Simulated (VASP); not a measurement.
Here is a VASP 6.6.1 calculation.

Contents of POSCAR:

```
TiC
1.0
    0.0000000000      2.2289200000      2.2289200000
    2.2289200000      0.0000000000      2.2289200000
    2.2289200000      2.2289200000      0.0000000000
Ti C
1 1
Direct
    0.0000000000      0.0000000000      0.0000000000
    0.5000000000      0.5000000000      0.5000000000
```

The input INCAR.step1:

```
SYSTEM = TiC
ALGO     = Normal         ! electronic algorithm
EDIFF    = 1E-4           ! SCF threshold, eV
ENCUT    = 520            ! plane-wave cutoff, eV
GGA      = PE             ! functional
ISMEAR   = 0              ! smearing method
LASPH    = .TRUE.         ! aspherical terms in the spheres
LCHARG   = .FALSE.        ! write CHGCAR
LREAL    = .FALSE.        ! projectors in reciprocal space
LWAVE    = .TRUE.         ! write WAVECAR
NBANDS   = 15             ! bands
NELM     = 80             ! most SCF steps
PREC     = Accurate       ! precision mode
SIGMA    = 0.15           ! smearing width, eV
```

File INCAR.step2:

```
SYSTEM = TiC
ALGO     = Normal         ! electronic algorithm
EDIFF    = 1E-7           ! SCF threshold, eV
ENCUT    = 520            ! plane-wave cutoff, eV
ISIF     = 2              ! what is computed and relaxed
ISMEAR   = 0              ! smearing method
ISTART   = 1            
LASPH    = .TRUE.         ! aspherical terms in the spheres
LCHARG   = .FALSE.        ! write CHGCAR
LMIXTAU  = .TRUE.       
LREAL    = .FALSE.        ! projectors in reciprocal space
LWAVE    = .FALSE.        ! write WAVECAR
METAGGA  = R2SCAN         ! meta-GGA
NBANDS   = 15             ! bands
NELM     = 80             ! most SCF steps
PREC     = Accurate       ! precision mode
SIGMA    = 0.15           ! smearing width, eV
```

KPOINTS

```
k-points
0
G
  18 18 18
  0 0 0
```

Potentials or basis: VASP PAW PBE potentials, release 64 (Ti_sv, C).

Command:

```sh
$ cat potpaw_PBE.64/Ti_sv/POTCAR potpaw_PBE.64/C/POTCAR > POTCAR
$ cp INCAR.step1 INCAR
$ mpirun -np 1 vasp_std > vasp.out
$ cp INCAR.step2 INCAR
$ mpirun -np 1 vasp_std > vasp.out
```

Question: Estimate the band gap on the k mesh.

Answer: Zero (band 8 reaches 9.32 eV, above the bottom of band 9 at 8.05 eV).

Question: Predict the pressure.

Answer: -18.8 GPa.

Caveat: the cell differs from its parent crystal (strain +0.030 along x and y, +0.030 along z); the PAW data sets were made with another functional, which shifts forces and pressure a little.
